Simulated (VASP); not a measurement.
Input of a VASP 6.6.1 run:

The input INCAR:

```
PREC     = Accurate       # precision mode
ENCUT    = 520            # plane-wave cutoff, eV
EDIFF    = 1E-6           # SCF threshold, eV
ISMEAR   = 0              # smearing method
SIGMA    = 0.1            # smearing width, eV
LREAL    = F              # projectors in reciprocal space
LASPH    = T              # aspherical terms in the spheres
NELM     = 80             # most SCF steps
ALGO     = Fast           # electronic algorithm
ISIF     = 2              # what is computed and relaxed
LWAVE    = F              # write WAVECAR
LCHARG   = F              # write CHGCAR
GGA      = PE             # functional
NBANDS   = 14             # bands
```

The input KPOINTS:

```
Automatic mesh
0
Gamma
  18 18 10
```

Contents of POSCAR:

```
Re
1.0
    2.8672943308      0.0000000000      0.0000000000
   -1.4336471654      2.4831497306      0.0000000000
    0.0000000000      0.0000000000      4.7056210498
Re
2
Direct
    0.3333333300      0.6666666700      0.3058836968
    0.6666666700      0.3333333300      0.6941163032
```

Potentials or basis: VASP PAW PBE potentials, release 64 (Re).

The run is started by

```sh
$ cat potpaw_PBE.64/Re/POTCAR > POTCAR
$ mpirun -np 1 vasp_std > vasp.out
```

(1) What does it give for the band gap on the k mesh?

(2) Predict the pressure.

(3) What does it give for the largest force?

Answers

(1) zero (band 7 reaches 7.90 eV, above the bottom of band 8 at 5.59 eV).

(2) -0.9 GPa.

(3) 4.420 eV/Å.

Caveat: the cell differs from its parent crystal (strained and its atoms moved); spin-orbit coupling is left out, which moves the levels of the heavy elements; forces of over 1 eV/Å act on the atoms, so gaps and moduli don't describe the material at rest.
